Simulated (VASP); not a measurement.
Crystal: SiC.

```
Si C
1.0
     3.07536    0.00000    0.00000
    -1.53768    2.71847    0.00000
     0.00000    0.00000    5.04811
Si C
2 2
Direct
  0.33340 0.66681 0.49912
  0.66660 0.33319 0.99912
  0.33486 0.66972 0.87588
  0.66514 0.33028 0.37588
```

This cell differs from its parent crystal: uniaxial y strain +2.1%.

Base run:

```yaml
Program: VASP 6.6.1
Functional: PBE
Potentials_or_basis: VASP PAW PBE potentials, release 64 (Si, C)
Cutoff: 520 eV
k_mesh: 12 × 12 × 6
Occupations: fermi-dirac, width 0.02 eV
Spin: no spin polarisation
```

Its results: band gap on the k mesh 2.30 eV (least direct gap 3.80 eV); pressure -1.0 GPa.

Task: The run is repeated on the same cell with these changes: functional from PBE to r2SCAN; occupations from fermi-dirac, width 0.02 eV to gaussian, width 0.01 eV. What comes out?

Result: Band gap on the k mesh 2.67 eV (least direct gap 4.30 eV); pressure -4.7 GPa.

Caveats: the cell stands under tension (at least some runs); the PAW data sets were made with another functional, which shifts forces and pressure a little (at least some runs).

A k mesh can miss the band edges.
